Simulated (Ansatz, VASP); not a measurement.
## One calculation of LiH, two programs

The input POSCAR:

```
LiH
1.0
    0.0000000000      2.1021934254      1.9984726927
    2.1021934254      0.0000000000      1.9984726927
    2.1021934254      2.1021934254      0.0000000000
Li H
1 1
Direct
    0.0000000000      0.0000000000      0.0000000000
    0.5000000000      0.5000000000      0.5000000000
```

The input INCAR.step1:

```
SYSTEM = LiH
  PREC = Accurate
  ENCUT = 520
  ISMEAR = 0
  SIGMA = 0.01
  LREAL = .FALSE.
  LASPH = .TRUE.
  NELM = 100
  NBANDS = 9
  GGA = PE
  ALGO = Normal
  EDIFF = 1E-4
  LWAVE = .TRUE.
  LCHARG = .FALSE.
```

File INCAR.step2:

```
SYSTEM = LiH
  PREC = Accurate
  ENCUT = 520
  EDIFF = 1E-6
  ISMEAR = 0
  SIGMA = 0.01
  LREAL = .FALSE.
  LASPH = .TRUE.
  NELM = 100
  ALGO = Normal
  ISIF = 2
  LWAVE = .FALSE.
  LCHARG = .TRUE.
  METAGGA = R2SCAN
  LMIXTAU = .TRUE.
  LELF = .TRUE.
  LVHAR = .TRUE.
  NBANDS = 9
  ISTART = 1
```

File KPOINTS:

```
regular mesh
0
G
  10 10 10
  0 0 0
```

Input for Ansatz:

```yaml
crystal:
  lattice:
    - [0.0, 2.1021934254, 1.9984726927]
    - [2.1021934254, 0.0, 1.9984726927]
    - [2.1021934254, 2.1021934254, 0.0]
  atoms:
    - { symbol: Li, position: [0.0, 0.0, 0.0] }
    - { symbol: H, position: [0.5, 0.5, 0.5] }
kpoints:
  mp_grid: { grid: [10, 10, 10] }
  band_path:
    path:
      - [0.0, 0.0, 0.0]
      - [0.5, 0.0, 0.5]
      - [0.625, 0.25, 0.625]
      - [0.375, 0.375, 0.75]
      - [0.5, 0.5, 0.5]
      - [0.5, 0.25, 0.75]
      - [0.5, 0.5, 0.0]
      - [0.0, 0.5, 0.5]
    npoints: 1
hamiltonian:
  xc: r2scan
scf:
  occupations: { method: fixed }
  n_extra_bands: 4
output:
  forces: true
  stress: true
  eigenvalues: true
```

Change from the starting cell: biaxial_xy strain +5.2%.

Alike in both runs: task single point; functional r2SCAN; k mesh 10 × 10 × 10; no spin polarisation.

|  | VASP | Ansatz |
| --- | --- | --- |
| version | VASP 6.6.1 | Ansatz 0.2.0 |
| potentials or method | VASP PAW PBE potentials, release 64 (Li_sv, H) | plane waves, PAW |
| plane-wave cutoff (eV) | 520 | 500 |
| occupations | gaussian, width 0.01 eV | fixed |
| valence electrons in the cell | 4 | 4 |

```tsv
	VASP	Ansatz	Ansatz less VASP
gap on the k mesh at the Fermi level (eV)	3.18	3.22	+0.044
```

VASP's potentials were made for PBE, not for r2SCAN.

Noted on VASP's run: the cutoff is short for stress, so the pressure is rough.
